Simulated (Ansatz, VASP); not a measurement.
ZrSi3 in VASP and in Ansatz

```
Zr Si
1.0
     0.00000    3.25665    3.25665
     3.25665    0.00000    3.25665
     3.25665    3.25665    0.00000
Zr Si
1 3
Direct
  0.00000 0.00000 0.00000
  0.25000 0.25000 0.25000
  0.50000 0.50000 0.50000
  0.75000 0.75000 0.75000
```

Change from the starting cell: species swapped into the TbMg3 type (Fm-3m, No. 225).

Alike in both runs: task single point; functional PBE; k mesh 4 × 4 × 4; occupations gaussian, width 0.1 eV; collinear spin.

|  | VASP | Ansatz |
| --- | --- | --- |
| version | VASP 6.6.1 | Ansatz 0.2.0 |
| potentials or method | VASP PAW PBE potentials, release 64 (Zr_sv, Si), cutoff 520 eV | scalar-relativistic, plane waves, PAW |
| valence electrons in the cell | 24 | 24 |

```csv
,VASP,Ansatz,Ansatz less VASP
gap on the k mesh at the Fermi level (eV),none,none,-
pressure (GPa),-0.3,-0.3,0.00
net moment per atom (μB),0.00,0.00,-0.001
```

A gap of «none» marks a metal or a gap that the smearing closes. Ansatz's warnings: seeded moment not kept.

The k mesh is coarse, so the values compare programs but aren't converged.
